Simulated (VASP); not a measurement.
Input of a VASP 6.6.1 run:

Contents of POSCAR:

```
Ta2Ga
1.0
    0.0000000000      3.8459113620      3.8459113620
    3.8459113620      0.0000000000      3.8459113620
    3.8459113620      3.8459113620      0.0000000000
Ta Ga
4 2
Direct
    0.6250000000      0.6250000000      0.6250000000
    0.1250000000      0.6250000000      0.6250000000
    0.6250000000      0.6250000000      0.1250000000
    0.6250000000      0.1250000000      0.6250000000
    0.0000000000      0.0000000000      0.0000000000
    0.2500000000      0.2500000000      0.2500000000
```

The input INCAR.step1:

```
SYSTEM = Ta2Ga
  PREC = Accurate
  ENCUT = 520
  ISMEAR = 0
  SIGMA = 0.1
  LREAL = .FALSE.
  LASPH = .TRUE.
  NELM = 80
  NBANDS = 44
  GGA = PE
  ALGO = Normal
  EDIFF = 1E-4
  LWAVE = .TRUE.
  LCHARG = .FALSE.
```

Contents of INCAR.step2:

```
SYSTEM = Ta2Ga
  PREC = Accurate
  ENCUT = 520
  EDIFF = 1E-7
  ISMEAR = 0
  SIGMA = 0.1
  LREAL = .FALSE.
  LASPH = .TRUE.
  NELM = 80
  ALGO = Normal
  ISIF = 2
  LWAVE = .FALSE.
  LCHARG = .FALSE.
  METAGGA = R2SCAN
  LMIXTAU = .TRUE.
  NBANDS = 44
  ISTART = 1
```

KPOINTS

```
Automatic mesh
0
G
  4 4 4
  0 0 0
```

Potentials or basis: VASP PAW PBE potentials, release 64 (Ta_pv, Ga_d).

Launch:

```sh
$ cat potpaw_PBE.64/Ta_pv/POTCAR potpaw_PBE.64/Ga_d/POTCAR > POTCAR
$ cp INCAR.step1 INCAR
$ mpirun -np 1 vasp_std > vasp.out
$ cp INCAR.step2 INCAR
$ mpirun -np 1 vasp_std > vasp.out
```

(1) Estimate the pressure.

(2) What does it give for the band gap on the k mesh?

## Answers

(1) 0.5 GPa.

(2) zero (bands 35 and 36 overlap by 0.50 eV).

Caveat: the PAW data sets were made with another functional, which shifts forces and pressure a little; spin-orbit coupling is left out, which moves the levels of the heavy elements.
